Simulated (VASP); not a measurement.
Write the native input for VASP 6.6.1 that does the following.

```
Task                   : single point
Functional             : LDA
Potentials or basis    : VASP PAW LDA potentials, release 64 (Sr_sv, Mg, H)
Cutoff                 : 520 eV
k mesh                 : 4 × 4 × 4
Occupations            : gaussian, width 0.01 eV
Spin                   : no spin polarisation
Dipole correction      : no
Further INCAR settings : ALGO = Normal; EDIFF = 1e-07; NBANDS = 24
```

The structure of Sr2MgH6 lies in POSCAR:

```
Sr2MgH6
1.0
    5.4754380000      0.0000000000      0.0000000000
   -2.7377190000      4.7418690000      0.0000000000
    0.0000000000      0.0000000000      4.1884680000
Sr Mg H
2 1 6
Direct
    0.6666670000      0.3333330000      0.2635330000
    0.3333330000      0.6666670000      0.7364670000
    0.0000000000      0.0000000000      0.0000000000
    0.8234590000      0.6469190000      0.7652480000
    0.8234590000      0.1765410000      0.7652480000
    0.3530810000      0.1765410000      0.7652480000
    0.1765410000      0.3530810000      0.2347520000
    0.1765410000      0.8234590000      0.2347520000
    0.6469190000      0.8234590000      0.2347520000
```

One way to write it, as run:

INCAR

```
PREC     = Accurate       # precision mode
ENCUT    = 520            # plane-wave cutoff, eV
EDIFF    = 1E-7           # SCF threshold, eV
ISMEAR   = 0              # smearing method
SIGMA    = 0.01           # smearing width, eV
LREAL    = False          # projectors in reciprocal space
LASPH    = True           # aspherical terms in the spheres
NELM     = 80             # most SCF steps
ALGO     = Normal         # electronic algorithm
ISIF     = 2              # what is computed and relaxed
LWAVE    = False          # write WAVECAR
LCHARG   = False          # write CHGCAR
NBANDS   = 24             # bands
```

KPOINTS

```
regular mesh
0
Gamma
  4 4 4
```

Potentials or basis: VASP PAW LDA potentials, release 64 (Sr_sv, Mg, H).

Command:

```console
$ cat potpaw_LDA.64/Sr_sv/POTCAR potpaw_LDA.64/Mg/POTCAR potpaw_LDA.64/H/POTCAR > POTCAR
$ mpirun -np 1 vasp_std > vasp.out
```

Results of the run:

```
Pressure               : -3.3 GPa
Largest force          : 0.094 eV/Å
Band gap on the k mesh : 2.39 eV, indirect (least direct gap 2.84 eV)
```

Wall time 75 s on 1 thread of AMD EPYC 7R13, on a shared host, peak memory 0.17 GiB.
